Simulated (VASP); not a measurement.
# Ge (Fm-3m) in VASP: a series of runs

Runs on Ge. Level: BLYP. Tasks: single point.

All numbers are computed with VASP 6.6.1; they aren't measurements. Logs are shortened: lines on timing, memory, paths and dates and some standing lists are left out, and cuts for length are marked.

**1. The cell of the first run**

Symmetry: Fm-3m, No. 225, cubic system. The conventional cell has a = 4.495 Å, b = 4.495 Å, c = 4.495 Å, α = 90.00°, β = 90.00°, γ = 90.00°. Within 4.2 Å of Ge (site symmetry m-3m) lie 12 Ge at 3.18 Å.

**2. Single point, BLYP (volume scaled by 1.04)**

File INCAR:

```
SYSTEM = Ge
  AGGAC = 1.0
  AGGAX = 1.0
  ALDAC = 0.0
  ALDAX = 1.0
  ALGO = Normal
  EDIFF = 1E-6
  ENCUT = 520
  GGA = B5
  ISIF = 2
  ISMEAR = -1
  LASPH = .True.
  LCHARG = .False.
  LREAL = .False.
  LWAVE = .False.
  NBANDS = 13
  NELM = 60
  PREC = Accurate
  SIGMA = 0.1
```

File KPOINTS:

```
k-points
0
Gamma
  14 14 14
  0 0 0
```

File POSCAR:

```
Ge
1.0
    0.0000000000      2.2472826690      2.2472826690
    2.2472826690      0.0000000000      2.2472826690
    2.2472826690      2.2472826690      0.0000000000
Ge
1
Direct
    0.0000000000      0.0000000000      0.0000000000
```

Potentials or basis: VASP PAW PBE potentials, release 64 (Ge_d).

On the command line:

```console
$ cat potpaw_PBE.64/Ge_d/POTCAR > POTCAR
$ mpirun -np 1 vasp_std > vasp.out
```

OUTCAR:

```text
SYSTEM = Ge
   EDIFF = 1E-6
   ENCUT = 520
   GGA = B5
   ISIF = 2
   ISMEAR = -1
   LASPH = .True.
   LREAL = .False.
   NELM = 60
   PREC = Accurate

 ion  position               nearest neighbor table
   1  0.000  0.000  0.000-

  LATTYP: Found a face centered cubic cell.
 ALAT       =     4.4945653380

  Lattice vectors:

 A1 = (   0.0000000000,   2.2472826690,   2.2472826690)
 A2 = (   2.2472826690,   0.0000000000,   2.2472826690)
 A3 = (   2.2472826690,   2.2472826690,   0.0000000000)

Analysis of symmetry for initial positions (statically):
=====================================================================
 Subroutine PRICEL returns:
 Original cell was already a primitive cell.

 Routine SETGRP: Setting up the symmetry group for a
 face centered cubic supercell.

 Subroutine GETGRP returns: Found 48 space group operations
 (whereof 48 operations were pure point group operations)
 out of a pool of 48 trial point group operations.

The static configuration has the point symmetry O_h .

Analysis of symmetry for dynamics (positions and initial velocities):
=====================================================================
 Subroutine PRICEL returns:
 Original cell was already a primitive cell.

 Routine SETGRP: Setting up the symmetry group for a
 face centered cubic supercell.

 Subroutine GETGRP returns: Found 48 space group operations
 (whereof 48 operations were pure point group operations)
 out of a pool of 48 trial point group operations.

The dynamic configuration has the point symmetry O_h .

 Subroutine INISYM returns: Found 48 space group operations
 (whereof 48 operations are pure point group operations),
 and found     1 'primitive' translations

----------------------------------------------------------------------------------------

                                     Primitive cell

  volume of cell :      22.6988

  direct lattice vectors                    reciprocal lattice vectors
     0.000000000  2.247282669  2.247282669    -0.222490925  0.222490925  0.222490925
     2.247282669  0.000000000  2.247282669     0.222490925 -0.222490925  0.222490925
     2.247282669  2.247282669  0.000000000     0.222490925  0.222490925 -0.222490925

  length of vectors
     3.178137629  3.178137629  3.178137629     0.385365587  0.385365587  0.385365587

  position of ions in fractional coordinates (direct lattice)
     0.000000000  0.000000000  0.000000000

  ion indices of the primitive-cell ions
   primitive index   ion index
                 1           1

----------------------------------------------------------------------------------------

 KPOINTS: k-points

Automatic generation of k-mesh.
 Grid dimensions read from file:
 generate k-points for:   14   14   14

 Generating k-lattice:

  Cartesian coordinates                     Fractional coordinates (reciprocal lattice)
    -0.015892209  0.015892209  0.015892209     0.071428571  0.000000000  0.000000000
     0.015892209 -0.015892209  0.015892209     0.000000000  0.071428571  0.000000000
     0.015892209  0.015892209 -0.015892209     0.000000000  0.000000000  0.071428571

  Length of vectors
     0.027526113  0.027526113  0.027526113

  Shift w.r.t. Gamma in fractional coordinates (k-lattice)
     0.000000000  0.000000000  0.000000000

 Subroutine IBZKPT returns following result:
 ===========================================

 Found    104 irreducible k-points:

 Following reciprocal coordinates:
            Coordinates               Weight
  0.000000  0.000000  0.000000      1.000000
  0.071429  0.000000  0.000000      8.000000
  0.142857  0.000000  0.000000      8.000000
  0.214286  0.000000  0.000000      8.000000
  0.285714  0.000000  0.000000      8.000000
  0.357143  0.000000  0.000000      8.000000
[... 16 lines left out ...]
  0.214286  0.142857  0.000000     24.000000
  0.285714  0.142857  0.000000     24.000000
 [... further k-points ...]
   k-points           NKPTS =    104   k-points in BZ     NKDIM =    104   number of bands    NBANDS=     13
   number of dos      NEDOS =    301   number of ions     NIONS =      1
   total plane-waves  NPLWV =  13824
   dimension x,y,z NGX =    24 NGY =   24 NGZ =   24
   dimension x,y,z NGXF=    48 NGYF=   48 NGZF=   48
   ions per type =               1
   NGX,Y,Z   is equivalent  to a cutoff of  12.55, 12.55, 12.55 a.u.
   NGXF,Y,Z  is equivalent  to a cutoff of  25.11, 25.11, 25.11 a.u.
 SYSTEM =  Ge
   PREC   = accura    normal or accurate (medium, high low for compatibility)
   ISTART =      0    job   : 0-new  1-cont  2-samecut
   ICHARG =      2    charge: 1-file 2-atom 10-const
   ISPIN  =      1    spin polarized calculation?
   LNONCOLLINEAR =      F non collinear calculations
   LSORBIT =      F    spin-orbit coupling
   LASPH  =      T    aspherical Exc in radial PAW
   ENCUT  =  520.0 eV  38.22 Ry    6.18 a.u.   5.91  5.91  5.91*2*pi/ulx,y,z
   NELM   =     60;   NELMIN=  2; NELMDL= -5     # of ELM steps
   EDIFF  = 0.1E-05   stopping-criterion for ELM
   LREAL  =      F    real-space projection
   EDIFFG = 0.1E-04   stopping-criterion for IOM
   NSW    =      0    number of steps for IOM
   IBRION =     -1    ionic relax: 0-MD 1-quasi-New 2-CG
   NFREE  =      0    steps in history (QN), initial steepest desc. (CG)
   ISIF   =      2    stress and relaxation
   ISYM   =      2    0-nonsym 1-usesym 2-fastsym
   POTIM  = 0.5000    time-step for ionic-motion
   TEBEG  =    0.0;   TEEND  =   0.0 temperature during run
   PSTRESS=    0.0 pullay stress
   NELECT =      14.0000    total number of electrons
   NUPDOWN=      -1.0000    fix difference up-down
   EMIN   =  10.00;   EMAX   =-10.00  energy-range for DOS
   EFERMI =   0.00;   METHOD = LEGACY
   ISMEAR =    -1;   SIGMA  =   0.10  broadening in eV -4-tet -1-fermi 0-gaus
   EFERMI_NEDOS =   21; number of points for ismear=-14 and -15
   IALGO  =     38    algorithm
   IMIX   =      4    mixing-type and parameters
     AMIX     =   0.40;   BMIX     =  1.00
     AMIX_MAG =   1.60;   BMIX_MAG =  1.00
  volume/ion in A,a.u.               =      22.70       153.18
  Fermi-wavevector in a.u.,A,eV,Ry     =   1.393530  2.633391 26.421524  1.941927
  Thomas-Fermi vector in A             =   2.517168
   LORBIT       =      0    0 simple, 1 ext, 2 COOP (PROOUT), +10 PAW based schemes
   GGA     = B5    functional components
   LHFCALC =     F    Hartree Fock is set to
   AEXX    =    0.0000 exact exchange contribution
   IVDW    =     0    specifies the selected vdW correction
   LEPSILON=     F    determine dielectric tensor
   LRPA    =     F    only Hartree local field effects (RPA)
 non-spin polarized calculation
  energy-cutoff  :      520.00
  volume of cell :       22.70
 maximum number of plane-waves:       624
   NGX = 11   NGY = 11   NGZ = 11

 number of electron      14.0000016 magnetization

 Free energy of the ion-electron system (eV)
  ---------------------------------------------------
  ext. energy  EPLUGINS =         0.00000000
  ---------------------------------------------------
  free energy    TOTEN  =        -3.34204649 eV

  energy without entropy =       -3.32536318  energy(sigma->0) =       -3.33370483

 E-fermi :   5.4748     XC(G=0):  -9.8027

 val. band max:        5.4677757208   @ k =   0.3571   0.1429   0.0714
 cond. band min:       5.4864102286   @ k =  -0.4286   0.3571   0.1429
 fundamental gap:      0.0186345079
 Fermi energy:         5.4747865430

 k-point     1 :       0.0000    0.0000    0.0000
  band No.  band energies     occupation
      1     -19.2828      2.00000
      2     -19.2828      2.00000
      3     -19.2828      2.00000
      4     -19.2551      2.00000
      5     -19.2551      2.00000
      6      -6.3678      2.00000
      7      12.4731      0.00000
      8      12.4731      0.00000
      9      12.4731      0.00000
     10      18.4657      0.00000
     11      18.4657      0.00000
     12      18.4657      0.00000
     13      19.7984      0.00000

 k-point     2 :       0.0714    0.0000    0.0000
  band No.  band energies     occupation
      1     -19.2825      2.00000
      2     -19.2812      2.00000
      3     -19.2812      2.00000
      4     -19.2551      2.00000
      5     -19.2551      2.00000
      6      -6.2600      2.00000
      7      11.5587      0.00000
      8      12.3460      0.00000
      9      12.3460      0.00000
     10      17.8462      0.00000
     11      18.7117      0.00000
     12      18.7117      0.00000
     13      20.2632      0.00000

 k-point     3 :       0.1429    0.0000    0.0000
  band No.  band energies     occupation
      1     -19.2820      2.00000
      2     -19.2778      2.00000
      3     -19.2778      2.00000
      4     -19.2543      2.00000
      5     -19.2543      2.00000
      6      -5.9378      2.00000
      7       9.5940      0.00000
      8      12.0353      0.00000
      9      12.0354      0.00000
     10      17.1467      0.00000
     11      19.2306      0.00000
     12      19.2306      0.00000
     13      21.2744      0.00000
[... 305 lines left out ...]
 k-point    23 :       0.2143    0.1429    0.0000
  band No.  band energies     occupation
      1     -19.2899      2.00000
      2     -19.2679      2.00000
      3     -19.2665      2.00000
      4     -19.2614      2.00000
      5     -19.2470      2.00000
      6      -5.4023      2.00000
      7       8.8990      0.00000
      8      10.4224      0.00000
      9      10.7687      0.00000
     10      15.5125      0.00000
     11      17.3203      0.00000
     12      20.9941      0.00000
     13      21.5508      0.00000

 k-point    24 :       0.2857    0.1429    0.0000
  band No.  band energies     occupation
      1     -19.2892      2.00000
      2     -19.2700      2.00000
      3     -19.2650      2.00000
      4     -19.2555      2.00000
      5     -19.2406      2.00000
      6      -4.8047      2.00000
      7       6.8639      0.00000
      8      10.0452      0.00000
      9      10.3091      0.00000
     10      15.4805      0.00000
     11      17.2230      0.00000
     12      20.7710      0.00000
     13      21.3505      0.00000

 [... further k-points ...]
[... 5 lines left out ...]
  --------------------------------------------------------------------------------------
  -------------------------------------------------------------------------------------
  Total       -0.2449613     -0.2449613     -0.2449613      0.0000000     -0.0000000      0.0000000
  in kB      -17.2903988    -17.2903988    -17.2903988      0.0000000     -0.0000000      0.0000000
  external PRESSURE =     -17.2903988 kB  Pullay stress =       0.0000000 kB

 VOLUME and BASIS-vectors are now :
 -----------------------------------------------------------------------------
  energy-cutoff  :      520.00
  volume of cell :       22.70
      direct lattice vectors                 reciprocal lattice vectors
     0.000000000  2.247282669  2.247282669    -0.222490925  0.222490925  0.222490925
     2.247282669  0.000000000  2.247282669     0.222490925 -0.222490925  0.222490925
     2.247282669  2.247282669  0.000000000     0.222490925  0.222490925 -0.222490925

 POSITION                                       TOTAL-FORCE (eV/Angst)
 -----------------------------------------------------------------------------------
      0.00000      0.00000      0.00000         0.000000      0.000000      0.000000
 -----------------------------------------------------------------------------------
    total drift:                               -0.000000      0.000000     -0.000000

  FREE ENERGIE OF THE ION-ELECTRON SYSTEM (eV)
  ---------------------------------------------------
  free  energy   TOTEN  =        -3.3420464852 eV

  energy  without entropy=       -3.3253631822  energy(sigma->0) =       -3.33370483
```

Wall time 18 s (1 thread of Intel Xeon Platinum 8259CL at 2.50GHz (Skylake/Cascade Lake), shared host); peak memory 0.15 GiB.

What came out:

```
Free energy            : -3.3420 eV
Pressure               : -1.7 GPa
Band gap on the k mesh : zero (band 7 reaches 12.47 eV, above the bottom of band 8 at 3.68 eV)
```

Caveat: the PAW data sets were made with another functional, which shifts forces and pressure a little.

**3. Single point, BLYP (volume scaled by 1.08)**

File INCAR:

```
SYSTEM = Ge
PREC     = Accurate       ! precision mode
ENCUT    = 520            ! plane-wave cutoff, eV
EDIFF    = 1E-6           ! SCF threshold, eV
ISMEAR   = -1             ! smearing method
SIGMA    = 0.1            ! smearing width, eV
LREAL    = .FALSE.        ! projectors in reciprocal space
LASPH    = .TRUE.         ! aspherical terms in the spheres
NELM     = 100            ! most SCF steps
ALGO     = Normal         ! electronic algorithm
ISIF     = 2              ! what is computed and relaxed
LWAVE    = .FALSE.        ! write WAVECAR
LCHARG   = .TRUE.         ! write CHGCAR
GGA      = B5             ! functional
ALDAX    = 1.0          
AGGAX    = 1.0          
AGGAC    = 1.0          
ALDAC    = 0.0          
LELF     = .TRUE.         ! ELF
LVHAR    = .TRUE.       
NBANDS   = 13             ! bands
```

File KPOINTS:

```
Automatic mesh
0
G
  14 14 14
  0 0 0
```

File POSCAR:

```
Ge
1.0
    0.0000000000      2.2757323052      2.2757323052
    2.2757323052      0.0000000000      2.2757323052
    2.2757323052      2.2757323052      0.0000000000
Ge
1
Direct
    0.0000000000      0.0000000000      0.0000000000
```

Potentials or basis: VASP PAW PBE potentials, release 64 (Ge_d).

On the command line:

```console
$ cat potpaw_PBE.64/Ge_d/POTCAR > POTCAR
$ mpirun -np 1 vasp_std > vasp.out
```

Run time: 26 s. Hardware: 1 thread of Intel Xeon Platinum 8259CL at 2.50GHz (Skylake/Cascade Lake), shared host; peak memory 0.15 GiB.

It converged, with:

| Quantity | Value |
| --- | --- |
| Free energy | -3.3295 eV |
| Pressure | -3.1 GPa |
| Band gap on the k mesh | zero (band 7 reaches 11.83 eV, above the bottom of band 8 at 3.43 eV) |

Levels at points of the mesh, in eV from the Fermi level:
| k point | band 4 | band 5 | band 6 | band 7 | band 8 | band 9 | band 10 | band 11 |
| --- | --- | --- | --- | --- | --- | --- | --- | --- |
| (0.00, 0.00, 0.00) | -24.73 | -24.73 | -11.58 | 6.70 | 6.70 | 6.70 | 12.78 | 12.78 |
| (0.50, 0.00, 0.00) | -24.70 | -24.70 | -7.74 | -4.25 | 5.19 | 5.19 | 10.24 | 11.76 |
| (0.50, 0.50, 0.00) | -24.70 | -24.70 | -6.13 | -3.31 | 2.10 | 2.10 | 6.10 | 6.72 |

Caveat: the PAW data sets were made with another functional, which shifts forces and pressure a little.

**4. Single point, BLYP (volume scaled by 1.12)**

File INCAR:

```
PREC     = Accurate       # precision mode
ENCUT    = 520            # plane-wave cutoff, eV
EDIFF    = 1E-6           # SCF threshold, eV
ISMEAR   = -1             # smearing method
SIGMA    = 0.1            # smearing width, eV
LREAL    = F              # projectors in reciprocal space
LASPH    = T              # aspherical terms in the spheres
NELM     = 60             # most SCF steps
ALGO     = Normal         # electronic algorithm
ISIF     = 2              # what is computed and relaxed
LWAVE    = F              # write WAVECAR
LCHARG   = T              # write CHGCAR
GGA      = B5             # functional
ALDAX    = 1.0          
AGGAX    = 1.0          
AGGAC    = 1.0          
ALDAC    = 0.0          
LELF     = T              # ELF
LVHAR    = T            
NBANDS   = 13             # bands
```

File KPOINTS:

```
Automatic mesh
0
Gamma
  14 14 14
```

File POSCAR:

```
Ge
1.0
    0.0000000000      2.3034878736      2.3034878736
    2.3034878736      0.0000000000      2.3034878736
    2.3034878736      2.3034878736      0.0000000000
Ge
1
Direct
    0.0000000000      0.0000000000      0.0000000000
```

On the command line:

```console
$ cat potpaw_PBE.64/Ge_d/POTCAR > POTCAR
$ mpirun -np 1 vasp_std > vasp.out
```

Run time: 24 s. Hardware: 1 thread of Intel Xeon Platinum 8259CL at 2.50GHz (Skylake/Cascade Lake), shared host; peak memory 0.15 GiB.

The run converged. Its results:

```yaml
Free_energy: -3.3100 eV
Pressure: -4.2 GPa
Band_gap_on_the_k_mesh: zero (band 7 reaches 11.22 eV, above the bottom of band 8 at 3.20 eV)
```

Levels at points of the mesh, in eV from the Fermi level:
```
           k point  band 4  band 5  band 6  band 7  band 8  band 9  band 10  band 11
(0.00, 0.00, 0.00)  -24.73  -24.73  -11.34    6.43    6.43    6.43    12.59    12.59
(0.50, 0.00, 0.00)  -24.70  -24.70   -7.70   -4.07    4.99    4.99     9.97    11.60
(0.50, 0.50, 0.00)  -24.70  -24.70   -6.18   -3.16    2.05    2.05     6.04     6.69
```

Caveat: the PAW data sets were made with another functional, which shifts forces and pressure a little.

**5. Summary**

```tsv
cell	gap on the mesh (eV)	pressure (GPa)
a = 3.178 Å, angles 60.0°, 1 atom	none	-1.7
a = 3.218 Å, angles 60.0°, 1 atom	none	-3.1
a = 3.258 Å, angles 60.0°, 1 atom	none	-4.2
```

Alike in all rows: task single point; level BLYP; potentials or basis VASP PAW PBE potentials, release 64 (Ge_d); no spin polarisation; k mesh 14 × 14 × 14; cutoff (eV) 520; smearing fermi-dirac 0.1 eV.

Caveats: the PAW data sets were made with another functional, which shifts forces and pressure a little.

Absolute energies hang on the potentials; compare differences alone.
